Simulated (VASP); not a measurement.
# Ti (Pm-3n) in VASP: a series of runs

Runs on Ti. Level: r2SCAN. Tasks: single point.

Program: VASP 6.6.1. These are calculated values, not measurements. Logs are shortened: lines on timing, memory, paths and dates and some standing lists are left out, and cuts for length are marked.

## Step 1: The cell of the first run

It takes space group Pm-3n (No. 223, cubic). Conventional cell: a = 5.189 Å, b = 5.189 Å, c = 5.189 Å, α = 90.00°, β = 90.00°, γ = 90.00°. Ti (site symmetry m-3) has 12 Ti at 2.90 Å within 3.8 Å. Within 3.4 Å of Ti (site symmetry -4m2) lie 14 Ti at 2.59 to 3.18 Å.

## Step 2: Single point, r2SCAN

POSCAR

```
Ti
1.0
    5.1893494198      0.0000000000      0.0000000000
    0.0000000000      5.1893494198      0.0000000000
    0.0000000000      0.0000000000      5.1893494198
Ti
8
Direct
    1.0000000000      1.0000000000      1.0000000000
    0.5000000000      0.5000000000      0.5000000000
    0.2500000000      1.0000000000      0.5000000000
    0.7500000000      0.0000000000      0.5000000000
    0.5000000000      0.2500000000      1.0000000000
    0.5000000000      0.7500000000      0.0000000000
    0.0000000000      0.5000000000      0.2500000000
    0.0000000000      0.5000000000      0.7500000000
```

INCAR.step1

```
SYSTEM = Ti
PREC     = Accurate       ! precision mode
ENCUT    = 520            ! plane-wave cutoff, eV
ISMEAR   = -1             ! smearing method
SIGMA    = 0.1            ! smearing width, eV
LREAL    = .FALSE.        ! projectors in reciprocal space
LASPH    = .TRUE.         ! aspherical terms in the spheres
NELM     = 100            ! most SCF steps
NBANDS   = 58             ! bands
GGA      = PE             ! functional
ALGO     = Normal         ! electronic algorithm
EDIFF    = 1E-4           ! SCF threshold, eV
LWAVE    = .TRUE.         ! write WAVECAR
LCHARG   = .FALSE.        ! write CHGCAR
```

INCAR.step2

```
SYSTEM = Ti
PREC     = Accurate       ! precision mode
ENCUT    = 520            ! plane-wave cutoff, eV
EDIFF    = 1E-7           ! SCF threshold, eV
ISMEAR   = -1             ! smearing method
SIGMA    = 0.1            ! smearing width, eV
LREAL    = .FALSE.        ! projectors in reciprocal space
LASPH    = .TRUE.         ! aspherical terms in the spheres
NELM     = 100            ! most SCF steps
ALGO     = Normal         ! electronic algorithm
ISIF     = 2              ! what is computed and relaxed
LWAVE    = .FALSE.        ! write WAVECAR
LCHARG   = .FALSE.        ! write CHGCAR
METAGGA  = R2SCAN         ! meta-GGA
LMIXTAU  = .TRUE.       
NBANDS   = 58             ! bands
ISTART   = 1
```

KPOINTS

```
Automatic mesh
0
G
  5 5 5
  0 0 0
```

Potentials or basis: VASP PAW PBE potentials, release 64 (Ti_sv).

Started as:

```
cat potpaw_PBE.64/Ti_sv/POTCAR > POTCAR
cp INCAR.step1 INCAR
mpirun -np 1 vasp_std > vasp.out
cp INCAR.step2 INCAR
mpirun -np 1 vasp_std > vasp.out
```

OUTCAR:

```text
SYSTEM = Ti
   PREC = Accurate
   ENCUT = 520
   EDIFF = 1E-7
   ISMEAR = -1
   LREAL = .FALSE.
   LASPH = .TRUE.
   NELM = 100
   ISIF = 2
   METAGGA = R2SCAN
   ISTART = 1

 ion  position               nearest neighbor table
   1  0.000  0.000  0.000-   3 2.90   4 2.90   5 2.90   6 2.90   7 2.90   8 2.90   3 2.90   4 2.90
                             7 2.90   8 2.90   5 2.90   6 2.90
   2  0.500  0.500  0.500-   3 2.90   4 2.90   5 2.90   6 2.90   7 2.90   8 2.90   5 2.90   6 2.90
                             3 2.90   4 2.90   7 2.90   8 2.90
   3  0.250  0.000  0.500-   4 2.59   4 2.59   1 2.90   1 2.90   2 2.90   2 2.90
   4  0.750  0.000  0.500-   3 2.59   3 2.59   1 2.90   1 2.90   2 2.90   2 2.90
   5  0.500  0.250  0.000-   6 2.59   6 2.59   1 2.90   2 2.90   2 2.90   1 2.90
   6  0.500  0.750  0.000-   5 2.59   5 2.59   1 2.90   2 2.90   2 2.90   1 2.90
   7  0.000  0.500  0.250-   8 2.59   8 2.59   1 2.90   2 2.90   1 2.90   2 2.90
   8  0.000  0.500  0.750-   7 2.59   7 2.59   1 2.90   2 2.90   1 2.90   2 2.90

  LATTYP: Found a simple cubic cell.
 ALAT       =     5.1893494198

  Lattice vectors:

 A1 = (   5.1893494198,   0.0000000000,   0.0000000000)
 A2 = (   0.0000000000,   5.1893494198,   0.0000000000)
 A3 = (   0.0000000000,   0.0000000000,   5.1893494198)

Analysis of symmetry for initial positions (statically):
=====================================================================
 Subroutine PRICEL returns:
 Original cell was already a primitive cell.

 Routine SETGRP: Setting up the symmetry group for a
 simple cubic supercell.

 Subroutine GETGRP returns: Found 48 space group operations
 (whereof 24 operations were pure point group operations)
 out of a pool of 48 trial point group operations.

The static configuration has the point symmetry T_h .
 The point group associated with its full space group is O_h .

Analysis of symmetry for dynamics (positions and initial velocities):
=====================================================================
 Subroutine PRICEL returns:
 Original cell was already a primitive cell.

 Routine SETGRP: Setting up the symmetry group for a
 simple cubic supercell.

 Subroutine GETGRP returns: Found 48 space group operations
 (whereof 24 operations were pure point group operations)
 out of a pool of 48 trial point group operations.

The dynamic configuration has the point symmetry T_h .
 The point group associated with its full space group is O_h .

 Subroutine INISYM returns: Found 48 space group operations
 (whereof 24 operations are pure point group operations),
 and found     1 'primitive' translations

----------------------------------------------------------------------------------------

                                     Primitive cell

  volume of cell :     139.7458

  direct lattice vectors                    reciprocal lattice vectors
     5.189349420  0.000000000  0.000000000     0.192702383  0.000000000  0.000000000
     0.000000000  5.189349420  0.000000000     0.000000000  0.192702383  0.000000000
     0.000000000  0.000000000  5.189349420     0.000000000  0.000000000  0.192702383

  length of vectors
     5.189349420  5.189349420  5.189349420     0.192702383  0.192702383  0.192702383

  position of ions in fractional coordinates (direct lattice)
     0.000000000  0.000000000  0.000000000
     0.500000000  0.500000000  0.500000000
     0.250000000  0.000000000  0.500000000
     0.750000000  0.000000000  0.500000000
     0.500000000  0.250000000  0.000000000
     0.500000000  0.750000000  0.000000000
     0.000000000  0.500000000  0.250000000
     0.000000000  0.500000000  0.750000000

  ion indices of the primitive-cell ions
   primitive index   ion index
                 1           1
                 2           2
                 3           3
                 4           4
                 5           5
                 6           6
                 7           7
                 8           8

----------------------------------------------------------------------------------------

 KPOINTS: Automatic mesh

Automatic generation of k-mesh.
 Grid dimensions read from file:
 generate k-points for:    5    5    5

 Generating k-lattice:

  Cartesian coordinates                     Fractional coordinates (reciprocal lattice)
     0.038540477  0.000000000  0.000000000     0.200000000  0.000000000  0.000000000
     0.000000000  0.038540477  0.000000000     0.000000000  0.200000000  0.000000000
     0.000000000  0.000000000  0.038540477     0.000000000  0.000000000  0.200000000

  Length of vectors
     0.038540477  0.038540477  0.038540477

  Shift w.r.t. Gamma in fractional coordinates (k-lattice)
     0.000000000  0.000000000  0.000000000

 Subroutine IBZKPT returns following result:
 ===========================================

 Found     10 irreducible k-points:

 Following reciprocal coordinates:
            Coordinates               Weight
  0.000000  0.000000  0.000000      1.000000
  0.200000  0.000000  0.000000      6.000000
  0.400000  0.000000  0.000000      6.000000
  0.200000  0.200000  0.000000     12.000000
  0.400000  0.200000  0.000000     24.000000
  0.400000  0.400000  0.000000     12.000000
  0.200000  0.200000  0.200000      8.000000
  0.400000  0.200000  0.200000     24.000000
  0.400000  0.400000  0.200000     24.000000
  0.400000  0.400000  0.400000      8.000000
   k-points           NKPTS =     10   k-points in BZ     NKDIM =     10   number of bands    NBANDS=     58
   number of dos      NEDOS =    301   number of ions     NIONS =      8
   total plane-waves  NPLWV =  64000
   dimension x,y,z NGX =    40 NGY =   40 NGZ =   40
   dimension x,y,z NGXF=    80 NGYF=   80 NGZF=   80
   ions per type =               8
   NGX,Y,Z   is equivalent  to a cutoff of  12.81, 12.81, 12.81 a.u.
   NGXF,Y,Z  is equivalent  to a cutoff of  25.63, 25.63, 25.63 a.u.
 SYSTEM =  Ti
   PREC   = accura    normal or accurate (medium, high low for compatibility)
   ISTART =      1    job   : 0-new  1-cont  2-samecut
   ICHARG =      0    charge: 1-file 2-atom 10-const
   ISPIN  =      1    spin polarized calculation?
   LNONCOLLINEAR =      F non collinear calculations
   LSORBIT =      F    spin-orbit coupling
   LASPH  =      T    aspherical Exc in radial PAW
   ENCUT  =  520.0 eV  38.22 Ry    6.18 a.u.   9.65  9.65  9.65*2*pi/ulx,y,z
   NELM   =    100;   NELMIN=  2; NELMDL=  0     # of ELM steps
   EDIFF  = 0.1E-06   stopping-criterion for ELM
   LREAL  =      F    real-space projection
   EDIFFG = 0.1E-05   stopping-criterion for IOM
   NSW    =      0    number of steps for IOM
   IBRION =     -1    ionic relax: 0-MD 1-quasi-New 2-CG
   NFREE  =      0    steps in history (QN), initial steepest desc. (CG)
   ISIF   =      2    stress and relaxation
   ISYM   =      2    0-nonsym 1-usesym 2-fastsym
   POTIM  = 0.5000    time-step for ionic-motion
   TEBEG  =    0.0;   TEEND  =   0.0 temperature during run
   PSTRESS=    0.0 pullay stress
   NELECT =      96.0000    total number of electrons
   NUPDOWN=      -1.0000    fix difference up-down
   EMIN   =  10.00;   EMAX   =-10.00  energy-range for DOS
   EFERMI =   0.00;   METHOD = LEGACY
   ISMEAR =    -1;   SIGMA  =   0.10  broadening in eV -4-tet -1-fermi 0-gaus
   EFERMI_NEDOS =   21; number of points for ismear=-14 and -15
   IALGO  =     38    algorithm
   IMIX   =      4    mixing-type and parameters
     AMIX     =   0.40;   BMIX     =  1.00
     AMIX_MAG =   1.60;   BMIX_MAG =  1.00
  volume/ion in A,a.u.               =      17.47       117.88
  Fermi-wavevector in a.u.,A,eV,Ry     =   1.444505  2.729718 28.389837  2.086594
  Thomas-Fermi vector in A             =   2.562792
   LORBIT       =      0    0 simple, 1 ext, 2 COOP (PROOUT), +10 PAW based schemes
   METAGGA = R2SCAN    functional components
   LHFCALC =     F    Hartree Fock is set to
   AEXX    =    0.0000 exact exchange contribution
   IVDW    =     0    specifies the selected vdW correction
   LEPSILON=     F    determine dielectric tensor
   LRPA    =     F    only Hartree local field effects (RPA)
 non-spin polarized calculation
  energy-cutoff  :      520.00
  volume of cell :      139.75
 maximum number of plane-waves:      3791
 NGX is ok and might be reduce to    40
   NGX = 19   NGY = 19   NGZ = 19

 number of electron      95.9999989 magnetization

 Free energy of the ion-electron system (eV)
  ---------------------------------------------------
  ext. energy  EPLUGINS =         0.00000000
  ---------------------------------------------------
  free energy    TOTEN  =      -102.12728558 eV

  energy without entropy =     -101.46497140  energy(sigma->0) =     -101.79612849

 E-fermi :   7.9614     XC(G=0): -12.3653

 val. band max:        7.9590603780   @ k =   0.4000   0.4000   0.4000
 cond. band min:       7.9841395005   @ k =   0.4000   0.2000   0.0000
 fundamental gap:      0.0250791225
 Fermi energy:         7.9613545782

 k-point     1 :       0.0000    0.0000    0.0000
  band No.  band energies     occupation
      1     -50.8308      2.00000
      2     -50.7401      2.00000
      3     -50.7401      2.00000
      4     -50.7085      2.00000
      5     -50.6617      2.00000
      6     -50.6073      2.00000
[... 50 lines left out ...]
     57       9.3772      0.00000
     58      10.5998      0.00000

 k-point     2 :       0.2000    0.0000    0.0000
  band No.  band energies     occupation
      1     -50.8203      2.00000
      2     -50.7445      2.00000
      3     -50.7309      2.00000
      4     -50.7092      2.00000
      5     -50.6647      2.00000
      6     -50.6193      2.00000
[... 50 lines left out ...]
     57       9.6365      0.00000
     58       9.9392      0.00000
[... 425 lines left out ...]
     57       9.9427      0.00000
     58      10.1096      0.00000

 k-point    10 :       0.4000    0.4000    0.4000
  band No.  band energies     occupation
      1     -50.7287      2.00000
      2     -50.7121      2.00000
      3     -50.7018      2.00000
      4     -50.7018      2.00000
      5     -50.6905      2.00000
      6     -50.6601      2.00000
[... 50 lines left out ...]
     57      10.1168      0.00000
     58      10.1168      0.00000

------------------------ aborting loop because EDIFF is reached ----------------------------------------

  FORCE on cell =-STRESS in cart. coord.  units (eV):
  Direction    XX          YY          ZZ          XY          YZ          ZX
  --------------------------------------------------------------------------------------
  -------------------------------------------------------------------------------------
  Total        0.3574747      0.3574747      0.3574747      0.0000000      0.0000000     -0.0000000
  in kB        4.0984262      4.0984262      4.0984262      0.0000000      0.0000000     -0.0000000
  external PRESSURE =       4.0984262 kB  Pullay stress =       0.0000000 kB

 VOLUME and BASIS-vectors are now :
 -----------------------------------------------------------------------------
  energy-cutoff  :      520.00
  volume of cell :      139.75
      direct lattice vectors                 reciprocal lattice vectors
     5.189349420  0.000000000  0.000000000     0.192702383  0.000000000  0.000000000
     0.000000000  5.189349420  0.000000000     0.000000000  0.192702383  0.000000000
     0.000000000  0.000000000  5.189349420     0.000000000  0.000000000  0.192702383

 POSITION                                       TOTAL-FORCE (eV/Angst)
 -----------------------------------------------------------------------------------
      0.00000      0.00000      0.00000        -0.000000     -0.000000     -0.000000
      2.59467      2.59467      2.59467        -0.000000     -0.000000     -0.000000
      1.29734      0.00000      2.59467        -0.000000      0.000000     -0.000000
      3.89201      0.00000      2.59467         0.000000      0.000000      0.000000
      2.59467      1.29734      0.00000         0.000000      0.000000     -0.000000
      2.59467      3.89201      0.00000         0.000000     -0.000000      0.000000
      0.00000      2.59467      1.29734        -0.000000      0.000000      0.000000
      0.00000      2.59467      3.89201         0.000000     -0.000000     -0.000000
 -----------------------------------------------------------------------------------
    total drift:                               -0.000000     -0.000000      0.000000

  FREE ENERGIE OF THE ION-ELECTRON SYSTEM (eV)
  ---------------------------------------------------
  free  energy   TOTEN  =      -102.1272855817 eV

  energy  without entropy=     -101.4649713964  energy(sigma->0) =     -101.79612849
```

It took 7.9 min on 1 thread of Intel Xeon Platinum 8259CL at 2.50GHz (Skylake/Cascade Lake), shared host; peak memory 0.28 GiB.

What came out:

```yaml
Free_energy: -102.1273 eV
Pressure: 0.4 GPa
Band_gap_on_the_k_mesh: zero (bands 48 and 49 overlap by 0.59 eV)
```

Levels at points of the mesh, in eV from the Fermi level:
| k point | band 47 | band 48 | band 49 | band 50 | band 51 | band 52 |
| --- | --- | --- | --- | --- | --- | --- |
| (0.00, 0.00, 0.00) | -0.47 | -0.47 | -0.46 | -0.03 | -0.03 | 0.03 |

Caveat: the PAW data sets were made with another functional, which shifts forces and pressure a little.

[end of part 1 of 2]

The gap in the log of VASP goes by the Fermi energy; the results here count the filled bands.